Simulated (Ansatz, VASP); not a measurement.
**One calculation of Fe4Si, two programs**

```
Fe Si
1.0
     0.00000    2.02761    9.46634
     1.52190    0.00000    9.46634
     1.52190    2.02761    0.00000
Fe Si
4 1
Direct
  0.59407 0.59407 0.40593
  0.19797 0.19797 0.80203
  0.80203 0.80203 0.19797
  0.40593 0.40593 0.59407
  0.00000 0.00000 0.00000
```

Alike in both runs: task single point; functional PBEsol; k mesh 9 × 9 × 9; occupations fermi-dirac, width 0.05 eV; collinear spin; fixed moment 6 μB.

|  | VASP | Ansatz |
| --- | --- | --- |
| version | VASP 6.6.1 | Ansatz 0.2.0 |
| potentials or method | VASP PAW PBE potentials, release 64 (Fe, Si) | Ansatz PAW |
| plane-wave cutoff (eV) | 520 | 420 |
| valence electrons in the cell | 36 | 68 |

```tsv
	VASP	Ansatz	Ansatz less VASP
pressure (GPa)	-17.3	-17.6	-0.28
traceless stress, the component that is largest in VASP (GPa)	-1.80	-1.73	+0.068
rms of the force components (eV/Å)	0.049	0.038	-0.0108
net moment per atom (μB)	1.20	1.20	0.000
size of the moment on the site where the two differ most (μB)	1.05	1.09	+0.035
```

VASP's potentials were made for PBE, not for PBEsol. Site moments also hang on the region over which each program counts them. Atom by atom the forces differ by 0.011 eV/Å (rms over components). VASP's potentials hold 36 valence electrons a cell and Ansatz's 68, so a difference there can come from the potentials and not from the codes.
